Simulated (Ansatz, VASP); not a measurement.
## One calculation of MoSe, two programs

The input INCAR:

```
PREC = Accurate
ENCUT = 520
EDIFF = 1E-7
ISMEAR = 0
SIGMA = 0.1
LREAL = False
LASPH = True
NELM = 150
ALGO = Normal
ISIF = 2
LWAVE = False
LCHARG = False
LMAXMIX = 4
LDAU = True
LDAUTYPE = 2
LDAUL = 2 -1
LDAUU = 4.38 0
LDAUJ = 0 0
LDAUPRINT = 1
GGA = PE
NBANDS = 17
```

Contents of KPOINTS:

```
Automatic mesh
0
Gamma
  12 12 12
```

File POSCAR:

```
MoSe
1.0
    3.5333486654      0.0000000000      0.0000000000
    0.0000000000      3.5333486654      0.0000000000
    0.0000000000      0.0000000000      3.5333486654
Mo Se
1 1
Direct
    0.0000000000      0.0000000000      0.0000000000
    0.5000000000      0.5000000000      0.5000000000
```

Input for Ansatz:

```yaml
crystal:
  lattice:
    - [3.5333486654, 0.0, 0.0]
    - [0.0, 3.5333486654, 0.0]
    - [0.0, 0.0, 3.5333486654]
  atoms:
    - { symbol: Mo, position: [0.0, 0.0, 0.0] }
    - { symbol: Se, position: [0.5, 0.5, 0.5] }
basis:
  ecutwfc: 420
kpoints:
  mp_grid: { grid: [12, 12, 12] }
hamiltonian:
  xc: pbe
  hubbard: { sites: [{ species: Mo, l: d, u_eff: 4.38 }] }
scf:
  occupations: { method: gaussian, width: 0.1 }
output:
  forces: true
  stress: true
  eigenvalues: true
```

Alike in both runs: task single point; functional PBE; k mesh 12 × 12 × 12; occupations gaussian, width 0.1 eV; no spin polarisation; Hubbard terms Mo d U = 4.38 eV.

|  | VASP | Ansatz |
| --- | --- | --- |
| version | VASP 6.6.1 | Ansatz 0.2.0 |
| potentials or method | VASP PAW PBE potentials, release 64 (Mo_sv, Se), cutoff 520 eV | scalar-relativistic, plane waves, PAW |
| valence electrons in the cell | 20 | 30 |

|  | VASP | Ansatz | Ansatz less VASP |
| --- | --- | --- | --- |
| gap on the k mesh at the Fermi level (eV) | 0.71 | 0.92 | +0.220 |
| least direct gap on the mesh (eV) | 0.90 | 1.09 | +0.193 |
| pressure (GPa) | -12.1 | -11.0 | +1.04 |

The programs project onto different local orbitals, so the same U acts differently, and such runs can settle in different states. VASP's potentials hold 20 valence electrons a cell and Ansatz's 30, so a difference there can come from the potentials and not from the codes.
